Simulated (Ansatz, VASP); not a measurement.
ScAlN2 in VASP and in Ansatz

```
CELL_PARAMETERS angstrom
3.60429 0.00000 0.00000
-1.80214 3.12140 0.00000
0.00000 0.00000 5.57602
ATOMIC_POSITIONS crystal
Sc 0.00000 0.00000 0.00000
Al 0.00000 0.00000 0.50000
N 0.33333 0.66667 0.50000
N 0.66667 0.33333 0.50000
```

Alike in both runs: task relaxation of cell and atoms; functional PBE; k mesh 12 × 12 × 8; occupations gaussian, width 0.1 eV; no spin polarisation.

|  | VASP | Ansatz |
| --- | --- | --- |
| version | VASP 6.6.1 | Ansatz 0.2.0 |
| potentials or method | VASP PAW PBE potentials, release 64 (Sc_sv, Al, N), cutoff 600 eV | scalar-relativistic, plane waves, PAW |
| valence electrons in the cell | 24 | 24 |

```tsv
	VASP	Ansatz	Ansatz less VASP
gap on the k mesh at the Fermi level, each at its own relaxed structure (eV)	none	none	-
relaxed volume (Å³/atom)	15.64	15.66	+0.016
relaxed length of the cell vector where the two differ most in proportion (Å)	3.601	3.603	+0.0023
```

A gap of «none» marks a metal or a gap that the smearing closes.
